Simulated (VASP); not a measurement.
# AlNi3 (Pm-3m) in VASP: settings compared

The runs below take AlNi3 through single point, relaxation of cell and atoms, with LDA, PBEsol, RPBE.

All numbers are computed with VASP 6.6.1; they aren't measurements. Logs are shortened: lines on timing, memory, paths and dates and some standing lists are left out, and cuts for length are marked.

**1. The cell of the first run**

Symmetry: Pm-3m, No. 221, cubic system. The conventional cell has a = 3.451 Å, b = 3.451 Å, c = 3.451 Å, α = 90.00°, β = 90.00°, γ = 90.00°. Within 3.2 Å of Ni (site symmetry 4/mmm) lie 8 Ni at 2.44 Å and 4 Al at 2.44 Å. Al (site symmetry m-3m) has 12 Ni at 2.44 Å within 3.2 Å.

**2. Single point, LDA, collinear spin, ferromagnetic start**

INCAR

```
SYSTEM = AlNi3
  PREC = Accurate
  ENCUT = 590
  EDIFF = 1E-6
  ISMEAR = -1
  SIGMA = 0.05
  LREAL = .FALSE.
  LASPH = .TRUE.
  NELM = 200
  ALGO = Normal
  ISIF = 2
  LWAVE = .FALSE.
  LCHARG = .TRUE.
  ISPIN = 2
  MAGMOM = 1 1 1 0
  LORBIT = 11
  LMAXMIX = 4
  GGA = CA
  LELF = .TRUE.
  LVHAR = .TRUE.
  NBANDS = 40
  GGA_COMPAT = .FALSE.
```

KPOINTS

```
regular mesh
0
G
  8 8 8
  0 0 0
```

POSCAR

```
AlNi3
1.0
    3.4511354705      0.0000000000      0.0000000000
    0.0000000000      3.4511354705      0.0000000000
    0.0000000000      0.0000000000      3.4511354705
Ni Al
3 1
Direct
    0.5000000000      0.5000000000      0.0000000000
    0.5000000000      0.0000000000      0.5000000000
    0.0000000000      0.5000000000      0.5000000000
    0.0000000000      0.0000000000      0.0000000000
```

Potentials or basis: VASP PAW LDA potentials, release 64 (Ni_sv_GW, Al).

Command:

```bash
$ cat potpaw_LDA.64/Ni_sv_GW/POTCAR potpaw_LDA.64/Al/POTCAR > POTCAR
$ mpirun -np 1 vasp_std > vasp.out
```

OUTCAR:

```text
SYSTEM = AlNi3
   PREC = Accurate
   ENCUT = 590
   EDIFF = 1E-6
   ISMEAR = -1
   LREAL = .FALSE.
   LASPH = .TRUE.
   NELM = 200
   ISIF = 2
   ISPIN = 2
   LORBIT = 11
   GGA = CA

 ion  position               nearest neighbor table
   1  0.500  0.500  0.000-   2 2.44   3 2.44   4 2.44   2 2.44   3 2.44   2 2.44   4 2.44   2 2.44
                             3 2.44   4 2.44   3 2.44   4 2.44
   2  0.500  0.000  0.500-   1 2.44   3 2.44   4 2.44   1 2.44   4 2.44   1 2.44   3 2.44   1 2.44
                             3 2.44   4 2.44   4 2.44   3 2.44
   3  0.000  0.500  0.500-   1 2.44   2 2.44   4 2.44   1 2.44   4 2.44   2 2.44   4 2.44   4 2.44
                             1 2.44   2 2.44   1 2.44   2 2.44
   4  0.000  0.000  0.000-   1 2.44   2 2.44   3 2.44   2 2.44   3 2.44   1 2.44   3 2.44   3 2.44
                             1 2.44   2 2.44   2 2.44   1 2.44

  LATTYP: Found a simple cubic cell.
 ALAT       =     3.4511354705

  Lattice vectors:

 A1 = (   3.4511354705,   0.0000000000,   0.0000000000)
 A2 = (   0.0000000000,   3.4511354705,   0.0000000000)
 A3 = (   0.0000000000,   0.0000000000,   3.4511354705)

Analysis of symmetry for initial positions (statically):
=====================================================================
 Subroutine PRICEL returns:
 Original cell was already a primitive cell.

 Routine SETGRP: Setting up the symmetry group for a
 simple cubic supercell.

 Subroutine GETGRP returns: Found 48 space group operations
 (whereof 48 operations were pure point group operations)
 out of a pool of 48 trial point group operations.

The static configuration has the point symmetry O_h .

Analysis of symmetry for dynamics (positions and initial velocities):
=====================================================================
 Subroutine PRICEL returns:
 Original cell was already a primitive cell.

 Routine SETGRP: Setting up the symmetry group for a
 simple cubic supercell.

 Subroutine GETGRP returns: Found 48 space group operations
 (whereof 48 operations were pure point group operations)
 out of a pool of 48 trial point group operations.

The dynamic configuration has the point symmetry O_h .

Analysis of structural, dynamic, and magnetic symmetry:
=====================================================================
 Subroutine PRICEL returns:
 Original cell was already a primitive cell.

 Routine SETGRP: Setting up the symmetry group for a
 simple cubic supercell.

 Subroutine GETGRP returns: Found 48 space group operations
 (whereof 48 operations were pure point group operations)
 out of a pool of 48 trial point group operations.

The overall configuration has the point symmetry O_h .

 Subroutine INISYM returns: Found 48 space group operations
 (whereof 48 operations are pure point group operations),
 and found     1 'primitive' translations

----------------------------------------------------------------------------------------

                                     Primitive cell

  volume of cell :      41.1042

  direct lattice vectors                    reciprocal lattice vectors
     3.451135471  0.000000000  0.000000000     0.289759706  0.000000000  0.000000000
     0.000000000  3.451135471  0.000000000     0.000000000  0.289759706  0.000000000
     0.000000000  0.000000000  3.451135471     0.000000000  0.000000000  0.289759706

  length of vectors
     3.451135471  3.451135471  3.451135471     0.289759706  0.289759706  0.289759706

  position of ions in fractional coordinates (direct lattice)
     0.500000000  0.500000000  0.000000000
     0.500000000  0.000000000  0.500000000
     0.000000000  0.500000000  0.500000000
     0.000000000  0.000000000  0.000000000

  ion indices of the primitive-cell ions
   primitive index   ion index
                 1           1
                 2           2
                 3           3
                 4           4

----------------------------------------------------------------------------------------

 KPOINTS: regular mesh

Automatic generation of k-mesh.
 Grid dimensions read from file:
 generate k-points for:    8    8    8

 Generating k-lattice:

[... 21 lines left out ...]
  0.375000  0.000000  0.000000      6.000000
  0.500000  0.000000  0.000000      3.000000
  0.125000  0.125000  0.000000     12.000000
[... 16 lines left out ...]
  0.375000  0.375000  0.125000     24.000000
  0.500000  0.375000  0.125000     24.000000
 [... further k-points ...]
   k-points           NKPTS =     35   k-points in BZ     NKDIM =     35   number of bands    NBANDS=     40
   number of dos      NEDOS =    301   number of ions     NIONS =      4
   total plane-waves  NPLWV =  21952
   dimension x,y,z NGX =    28 NGY =   28 NGZ =   28
   dimension x,y,z NGXF=    56 NGYF=   56 NGZF=   56
   ions per type =               3   1
   NGX,Y,Z   is equivalent  to a cutoff of  13.49, 13.49, 13.49 a.u.
   NGXF,Y,Z  is equivalent  to a cutoff of  26.98, 26.98, 26.98 a.u.
 SYSTEM =  AlNi3
   PREC   = accura    normal or accurate (medium, high low for compatibility)
   ISTART =      0    job   : 0-new  1-cont  2-samecut
   ICHARG =      2    charge: 1-file 2-atom 10-const
   ISPIN  =      2    spin polarized calculation?
   LNONCOLLINEAR =      F non collinear calculations
   LSORBIT =      F    spin-orbit coupling
   LASPH  =      T    aspherical Exc in radial PAW
   ENCUT  =  590.0 eV  43.36 Ry    6.59 a.u.   6.84  6.84  6.84*2*pi/ulx,y,z
   NELM   =    200;   NELMIN=  2; NELMDL= -5     # of ELM steps
   EDIFF  = 0.1E-05   stopping-criterion for ELM
   LREAL  =      F    real-space projection
   EDIFFG = 0.1E-04   stopping-criterion for IOM
   NSW    =      0    number of steps for IOM
   IBRION =     -1    ionic relax: 0-MD 1-quasi-New 2-CG
   NFREE  =      0    steps in history (QN), initial steepest desc. (CG)
   ISIF   =      2    stress and relaxation
   ISYM   =      2    0-nonsym 1-usesym 2-fastsym
   POTIM  = 0.5000    time-step for ionic-motion
   TEBEG  =    0.0;   TEEND  =   0.0 temperature during run
   PSTRESS=    0.0 pullay stress
   NELECT =      57.0000    total number of electrons
   NUPDOWN=      -1.0000    fix difference up-down
   EMIN   =  10.00;   EMAX   =-10.00  energy-range for DOS
   EFERMI =   0.00;   METHOD = LEGACY
   ISMEAR =    -1;   SIGMA  =   0.05  broadening in eV -4-tet -1-fermi 0-gaus
   EFERMI_NEDOS =   21; number of points for ismear=-14 and -15
   IALGO  =     38    algorithm
   IMIX   =      4    mixing-type and parameters
     AMIX     =   0.40;   BMIX     =  1.00
     AMIX_MAG =   1.60;   BMIX_MAG =  1.00
  volume/ion in A,a.u.               =      10.28        69.35
  Fermi-wavevector in a.u.,A,eV,Ry     =   1.825595  3.449874 45.345458  3.332797
  Thomas-Fermi vector in A             =   2.881085
   LORBIT       =     11    0 simple, 1 ext, 2 COOP (PROOUT), +10 PAW based schemes
   GGA     = CA    functional components
   LHFCALC =     F    Hartree Fock is set to
   AEXX    =    0.0000 exact exchange contribution
   IVDW    =     0    specifies the selected vdW correction
   LEPSILON=     F    determine dielectric tensor
   LRPA    =     F    only Hartree local field effects (RPA)
 spin polarized calculation
  energy-cutoff  :      590.00
  volume of cell :       41.10
 maximum number of plane-waves:      1357
 NGX is ok and might be reduce to    28
   NGX = 13   NGY = 13   NGZ = 13

 number of electron      56.9999968 magnetization       0.2125679

 Free energy of the ion-electron system (eV)
  ---------------------------------------------------
  ext. energy  EPLUGINS =         0.00000000
  ---------------------------------------------------
  free energy    TOTEN  =       -28.42302755 eV

  energy without entropy =      -28.38381303  energy(sigma->0) =      -28.40342029

 E-fermi :   9.2097     XC(G=0): -14.0559

 val. band max:        9.2083873081   @ k =   0.3750   0.2500   0.2500
 cond. band min:       9.2109448596   @ k =   0.2500   0.1250   0.0000
 fundamental gap:      0.0025575515
 Fermi energy:         9.2096949844

 spin component 1

 k-point     1 :       0.0000    0.0000    0.0000
  band No.  band energies     occupation
      1     -92.8120      1.00000
      2     -92.7654      1.00000
      3     -92.7654      1.00000
      4     -53.9012      1.00000
      5     -53.9012      1.00000
      6     -53.9012      1.00000
[... 1021 lines left out ...]
     39      24.7505      0.00000
     40      25.1267      0.00000

 [... further k-points ...]

 spin component 2

 k-point     1 :       0.0000    0.0000    0.0000
  band No.  band energies     occupation
      1     -92.7231      1.00000
      2     -92.6764      1.00000
      3     -92.6764      1.00000
      4     -53.8159      1.00000
      5     -53.8159      1.00000
      6     -53.8159      1.00000
[... 1021 lines left out ...]
     39      24.7504      0.00000
     40      25.1426      0.00000

 [... further k-points ...]

------------------------ aborting loop because EDIFF is reached ----------------------------------------

  FORCE on cell =-STRESS in cart. coord.  units (eV):
  Direction    XX          YY          ZZ          XY          YZ          ZX
  --------------------------------------------------------------------------------------
  -------------------------------------------------------------------------------------
  Total        0.7900081      0.7900081      0.7900081      0.0000000      0.0000000     -0.0000000
  in kB       30.7932916     30.7932916     30.7932916      0.0000000      0.0000000     -0.0000000
  external PRESSURE =      30.7932916 kB  Pullay stress =       0.0000000 kB

 VOLUME and BASIS-vectors are now :
 -----------------------------------------------------------------------------
  energy-cutoff  :      590.00
  volume of cell :       41.10
      direct lattice vectors                 reciprocal lattice vectors
     3.451135471  0.000000000  0.000000000     0.289759706  0.000000000  0.000000000
     0.000000000  3.451135471  0.000000000     0.000000000  0.289759706  0.000000000
     0.000000000  0.000000000  3.451135471     0.000000000  0.000000000  0.289759706

 POSITION                                       TOTAL-FORCE (eV/Angst)
 -----------------------------------------------------------------------------------
      1.72557      1.72557      0.00000         0.000000      0.000000      0.000000
      1.72557      0.00000      1.72557         0.000000      0.000000      0.000000
      0.00000      1.72557      1.72557         0.000000      0.000000      0.000000
      0.00000      0.00000      0.00000         0.000000      0.000000      0.000000
 -----------------------------------------------------------------------------------
    total drift:                                0.000000      0.000000      0.000000

  FREE ENERGIE OF THE ION-ELECTRON SYSTEM (eV)
  ---------------------------------------------------
  free  energy   TOTEN  =       -28.4230275475 eV

  energy  without entropy=      -28.3838130268  energy(sigma->0) =      -28.40342029

 total charge

# of ion       s       p       d       f       tot
--------------------------------------------------
    1        2.259   6.367   7.884   0.005  16.515
    2        2.259   6.367   7.884   0.005  16.515
    3        2.259   6.367   7.884   0.005  16.515
    4        0.423   0.437   0.000   0.000   0.860
--------------------------------------------------
tot          7.200  19.537  23.653   0.015  50.405

 magnetization (x)

# of ion       s       p       d       f       tot
--------------------------------------------------
    1       -0.000  -0.001   0.077  -0.000   0.076
    2       -0.000  -0.001   0.077  -0.000   0.076
    3       -0.000  -0.001   0.077  -0.000   0.076
    4       -0.000  -0.002   0.000   0.000  -0.002
--------------------------------------------------
tot         -0.001  -0.005   0.232  -0.000   0.226
```

Run time: 2.1 min. Hardware: 1 thread of AMD EPYC 7R13 (Zen 3), shared host; peak memory 0.2 GiB.

What came out:

```yaml
Free_energy: -28.4230 eV
Pressure: 3.1 GPa
Net_moment: 0.21 μB per cell
Site_moments: Ni +0.08; Al -0.00 μB
Valence_electrons_inside_the_program's_atomic_spheres: Ni 16.52; Al 0.86
```

Caveat: the cell stands under pressure.

**3. Single point, PBEsol, collinear spin, ferromagnetic start**

This run uses another cell than the first one, of 10.90 Å³/atom.

INCAR

```
SYSTEM = AlNi3
  PREC = Accurate
  ENCUT = 520
  EDIFF = 1E-7
  ISMEAR = -1
  SIGMA = 0.05
  LREAL = .False.
  LASPH = .True.
  NELM = 150
  ALGO = Normal
  ISIF = 2
  LWAVE = .False.
  LCHARG = .False.
  ISPIN = 2
  MAGMOM = 1 1 1 0
  LORBIT = 11
  LMAXMIX = 4
  GGA = PS
  NBANDS = 28
```

KPOINTS

```
regular mesh
0
Gamma
  8 8 8
  0 0 0
```

POSCAR

```
AlNi3
1.0
    3.5192303256      0.0000000000      0.0000000000
    0.0000000000      3.5192303256      0.0000000000
    0.0000000000      0.0000000000      3.5192303256
Ni Al
3 1
Direct
    0.5000000000      0.5000000000      0.0000000000
    0.5000000000      0.0000000000      0.5000000000
    0.0000000000      0.5000000000      0.5000000000
    0.0000000000      0.0000000000      0.0000000000
```

Potentials or basis: VASP PAW PBE potentials, release 64 (Ni, Al).

Command:

```bash
$ cat potpaw_PBE.64/Ni/POTCAR potpaw_PBE.64/Al/POTCAR > POTCAR
$ mpirun -np 1 vasp_std > vasp.out
```

Run time: 57 s. Hardware: 1 thread of AMD EPYC 9R14 (Zen 4), shared host; peak memory 0.18 GiB.

The run converged. Its results:

```yaml
Free_energy: -24.3034 eV
Pressure: 0.1 GPa
Net_moment: 0.62 μB per cell
Site_moments: Ni +0.22; Al -0.01 μB
Valence_electrons_inside_the_program's_atomic_spheres: Ni 9.46; Al 0.81
```

Levels at points of the mesh, in eV from the Fermi level:
Spin up:
```tsv
k point	band 15	band 16	band 17	band 18	band 19	band 20
(0.00, 0.00, 0.00)	-0.02	-0.02	0.87	0.87	0.87	6.75
(0.50, 0.00, 0.00)	-1.05	-0.48	-0.02	5.68	5.68	5.70
(0.50, 0.50, 0.00)	-0.97	-0.97	-0.57	0.92	0.92	8.32
(0.50, 0.50, 0.50)	-1.08	-0.25	-0.21	-0.21	-0.21	3.65
```
Spin down:
```csv
k point,band 12,band 13,band 14,band 15,band 16,band 17,band 18,band 19,band 20,band 21
"(0.00, 0.00, 0.00)",-0.37,0.01,0.33,0.33,0.33,0.85,0.85,0.85,6.84,6.84
"(0.50, 0.00, 0.00)",-1.04,-0.97,-0.97,-0.84,-0.30,0.33,5.73,5.73,5.75,5.75
"(0.50, 0.50, 0.00)",-1.16,-1.16,-1.10,-0.80,-0.64,-0.45,1.17,1.17,8.36,8.36
"(0.50, 0.50, 0.50)",-1.17,-1.17,-0.91,-0.91,-0.26,0.10,0.10,0.10,3.73,4.36
```

Caveat: the PAW data sets were made with another functional, which shifts forces and pressure a little.

**4. Single point, RPBE, collinear spin, ferromagnetic start**

This run uses another cell than the first one, of 10.93 Å³/atom.

INCAR

```
  PREC = Accurate
  ENCUT = 520
  EDIFF = 1E-6
  ISMEAR = -1
  SIGMA = 0.05
  LREAL = False
  LASPH = True
  NELM = 150
  ALGO = Normal
  ISIF = 2
  LWAVE = False
  LCHARG = False
  ISPIN = 2
  MAGMOM = 1 1 1 0
  LORBIT = 11
  LMAXMIX = 4
  GGA = RP
  NBANDS = 28
```

KPOINTS

```
Automatic mesh
0
Gamma
  8 8 8
```

POSCAR

```
AlNi3
1.0
    3.5230547267      0.0000000000      0.0000000000
    0.0000000000      3.5230547267      0.0000000000
    0.0000000000      0.0000000000      3.5230547267
Ni Al
3 1
Direct
    0.5000000000      0.5000000000      0.0000000000
    0.5000000000      0.0000000000      0.5000000000
    0.0000000000      0.5000000000      0.5000000000
    0.0000000000      0.0000000000      0.0000000000
```

Potentials or basis: VASP PAW PBE potentials, release 64 (Ni, Al).

Command:

```bash
$ cat potpaw_PBE.64/Ni/POTCAR potpaw_PBE.64/Al/POTCAR > POTCAR
$ mpirun -np 1 vasp_std > vasp.out
```

OUTCAR:

```text
PREC = Accurate
   ENCUT = 520
   EDIFF = 1E-6
   ISMEAR = -1
   LREAL = False
   LASPH = True
   NELM = 150
   ISIF = 2
   ISPIN = 2
   LORBIT = 11
   GGA = RP

 ion  position               nearest neighbor table
   1  0.500  0.500  0.000-   2 2.49   3 2.49   4 2.49   2 2.49   3 2.49   2 2.49   4 2.49   2 2.49
                             3 2.49   4 2.49   3 2.49   4 2.49
   2  0.500  0.000  0.500-   1 2.49   3 2.49   4 2.49   1 2.49   4 2.49   1 2.49   3 2.49   1 2.49
                             3 2.49   4 2.49   4 2.49   3 2.49
   3  0.000  0.500  0.500-   1 2.49   2 2.49   4 2.49   1 2.49   4 2.49   2 2.49   4 2.49   4 2.49
                             1 2.49   2 2.49   1 2.49   2 2.49
   4  0.000  0.000  0.000-   1 2.49   2 2.49   3 2.49   2 2.49   3 2.49   1 2.49   3 2.49   3 2.49
                             1 2.49   2 2.49   2 2.49   1 2.49

  LATTYP: Found a simple cubic cell.
 ALAT       =     3.5230547267

  Lattice vectors:

 A1 = (   3.5230547267,   0.0000000000,   0.0000000000)
 A2 = (   0.0000000000,   3.5230547267,   0.0000000000)
[... 1700 lines left out ...]
  Direction    XX          YY          ZZ          XY          YZ          ZX
  --------------------------------------------------------------------------------------
  -------------------------------------------------------------------------------------
  Total        3.3735469      3.3735469      3.3735469      0.0000000      0.0000000      0.0000000
  in kB      123.6058882    123.6058882    123.6058882      0.0000000      0.0000000      0.0000000
  external PRESSURE =     123.6058882 kB  Pullay stress =       0.0000000 kB

 VOLUME and BASIS-vectors are now :
 -----------------------------------------------------------------------------
  energy-cutoff  :      520.00
  volume of cell :       43.73
      direct lattice vectors                 reciprocal lattice vectors
     3.523054727  0.000000000  0.000000000     0.283844583  0.000000000  0.000000000
     0.000000000  3.523054727  0.000000000     0.000000000  0.283844583  0.000000000
     0.000000000  0.000000000  3.523054727     0.000000000  0.000000000  0.283844583

 POSITION                                       TOTAL-FORCE (eV/Angst)
 -----------------------------------------------------------------------------------
      1.76153      1.76153      0.00000         0.000000      0.000000      0.000000
      1.76153      0.00000      1.76153         0.000000      0.000000      0.000000
      0.00000      1.76153      1.76153         0.000000      0.000000      0.000000
      0.00000      0.00000      0.00000         0.000000      0.000000      0.000000
 -----------------------------------------------------------------------------------
    total drift:                                0.000000      0.000000      0.000000

  FREE ENERGIE OF THE ION-ELECTRON SYSTEM (eV)
  ---------------------------------------------------
  free  energy   TOTEN  =       -19.9569305149 eV

  energy  without entropy=      -19.9280552022  energy(sigma->0) =      -19.94249286

 total charge

# of ion       s       p       d       tot
------------------------------------------
    1        0.505   0.545   8.389   9.440
    2        0.505   0.545   8.389   9.440
    3        0.505   0.545   8.389   9.440
    4        0.416   0.407   0.000   0.823
--------------------------------------------------
tot          1.933   2.042  25.168  29.143

 magnetization (x)

# of ion       s       p       d       tot
------------------------------------------
    1       -0.003  -0.010   0.260   0.246
    2       -0.003  -0.010   0.260   0.246
    3       -0.003  -0.010   0.260   0.246
    4       -0.001  -0.008   0.000  -0.009
--------------------------------------------------
tot         -0.010  -0.038   0.779   0.730
```

Wall time 53 s (1 thread of AMD EPYC 9R14 (Zen 4), shared host); peak memory 0.17 GiB.

Results:

```yaml
Free_energy: -19.9569 eV
Pressure: 12.4 GPa
Net_moment: 0.69 μB per cell
Site_moments: Ni +0.25; Al -0.01 μB
Valence_electrons_inside_the_program's_atomic_spheres: Ni 9.44; Al 0.82
```

Caveat: the cell stands under pressure; the PAW data sets were made with another functional, which shifts forces and pressure a little.

[end of part 1 of 2]
